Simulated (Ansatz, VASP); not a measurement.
Ta in VASP and in Ansatz

INCAR

```
SYSTEM = Ta
PREC = Accurate
ENCUT = 520
EDIFF = 1E-8
ISMEAR = -1
SIGMA = 0.08
LREAL = .False.
LASPH = .True.
NELM = 100
ALGO = Normal
ISIF = 2
LWAVE = .False.
LCHARG = .False.
GGA = PS
LEFG = .True.
NBANDS = 12
```

The input KPOINTS:

```
Automatic mesh
0
Gamma
  17 17 17
  0 0 0
```

Contents of POSCAR:

```
Ta
1.0
   -1.6401972500      1.6401972500      1.6401972500
    1.6401972500     -1.6401972500      1.6401972500
    1.6401972500      1.6401972500     -1.6401972500
Ta
1
Direct
    0.0000000000      0.0000000000      0.0000000000
```

Input for Ansatz:

```yaml
crystal:
  lattice:
    - [-1.64019725, 1.64019725, 1.64019725]
    - [1.64019725, -1.64019725, 1.64019725]
    - [1.64019725, 1.64019725, -1.64019725]
  atoms:
    - { symbol: Ta, position: [0.0, 0.0, 0.0] }
kpoints:
  mp_grid: { grid: [17, 17, 17] }
scf:
  occupations: { method: fermi_dirac, width: 0.08 }
hamiltonian:
  xc: pbesol
  pseudopotentials: { kind: all_electron, datasets: crystal }
output:
  forces: true
  stress: true
  eigenvalues: true
  efg: { contact_densities: true }
```

Change from the starting cell: volume scaled by 0.98, crystal datasets.

Alike in both runs: task electric field gradients; functional PBEsol; k mesh 17 × 17 × 17; occupations fermi-dirac, width 0.08 eV; no spin polarisation.

|  | VASP | Ansatz |
| --- | --- | --- |
| version | VASP 6.6.1 | Ansatz 0.2.0 |
| potentials or method | VASP PAW PBE potentials, release 64 (Ta_pv), cutoff 520 eV | all-electron PAW with datasets made for the crystal, scalar-relativistic |

Ansatz gave:

| Quantity | Value |
| --- | --- |
| pressure (GPa) | 0.2 |

Question: Estimate VASP's values.

Answer: Pressure (GPa): 0.5.

VASP's potentials were made for PBE, not for PBEsol. Ansatz ran all-electron here, and VASP with PAW potentials.

Spin-orbit coupling is off throughout.
